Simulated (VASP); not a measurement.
In4Ru, 5 atoms in the cell. Symmetry: P-43m, No. 215, cubic system. The conventional cell has a = 5.013 Å, b = 5.013 Å, c = 5.013 Å, α = 90.00°, β = 90.00°, γ = 90.00°. Within 2.9 Å of In (site symmetry 3m) lie 1 Ru at 2.17 Å. Within 2.9 Å of Ru (site symmetry -43m) lie 4 In at 2.17 Å. The cell was built from a structure type or drawn by symmetry, and may not be a known phase.

```yaml
Program: VASP 6.6.1
Task: relaxation of cell and atoms
Functional: PBE
Potentials_or_basis: VASP PAW PBE potentials, release 64 (In_d, Ru_pv)
Cutoff: 600 eV
k_mesh: 4 × 4 × 4
Occupations: gaussian, width 0.1 eV
Spin: no spin polarisation
Dipole_correction: no
Further_INCAR_settings: ALGO = Fast; EDIFF = 1e-07; IBRION = 2; EDIFFG = -0.04; NSW = 90; ISIF = 3
```

Potentials or basis: VASP PAW PBE potentials, release 64 (In_d, Ru_pv).

Launch:

```console
$ cat potpaw_PBE.64/In_d/POTCAR potpaw_PBE.64/Ru_pv/POTCAR > POTCAR
$ mpirun -np 1 vasp_std > vasp.out
```

Hardware: 1 thread of Intel(R) Xeon(R) 6975P-C (Granite Rapids) (shared host).

Estimate the wall time of this run.

Run time: 20 min on 1 thread of Intel(R) Xeon(R) 6975P-C (Granite Rapids) (shared host), peak memory 0.28 GiB. Counts: scf iterations 406, k points 10, ion steps 15.
